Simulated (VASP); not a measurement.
CaO:

```
CELL_PARAMETERS angstrom
0.00000 2.59715 2.59715
2.59715 0.00000 2.59715
2.59715 2.59715 0.00000
ATOMIC_POSITIONS crystal
Ca 0.00000 0.00000 0.00000
O 0.75000 0.75000 0.75000
```

| Item | Value |
| --- | --- |
| Program | VASP 6.6.1 |
| Task | relaxation of cell and atoms |
| Functional | PBE |
| Potentials or basis | VASP PAW PBE potentials, release 64 (Ca_sv, O) |
| Cutoff | 600 eV |
| k mesh | 8 × 8 × 8 |
| Occupations | gaussian, width 0.02 eV |
| Spin | no spin polarisation |

At the start: pressure 2.7 GPa; volume 17.52 Å³/atom.

Problem. How do energy, volume and symmetry change on relaxing?

Solution. Over 3 steps the energy falls by 4.8 meV/atom and the volume is 18.11 Å³/atom (+3.4 %); space group F-43m (No. 216, to 0.05 Å).

The path:
```csv
step,energy change (eV),largest force (eV/Å),pressure (GPa),volume (Å³)
1,0.0000,0.0000,2.70,35.04
2,-0.0090,0.0000,-0.68,36.55
3,-0.0097,0.0000,0.01,36.22
```

Final structure:
```
Ca O
1.0
     0.00000    2.62603    2.62603
     2.62603    0.00000    2.62603
     2.62603    2.62603    0.00000
Ca O
1 1
Cartesian
  0.0000 0.0000 0.0000
  3.9390 3.9390 3.9390
```
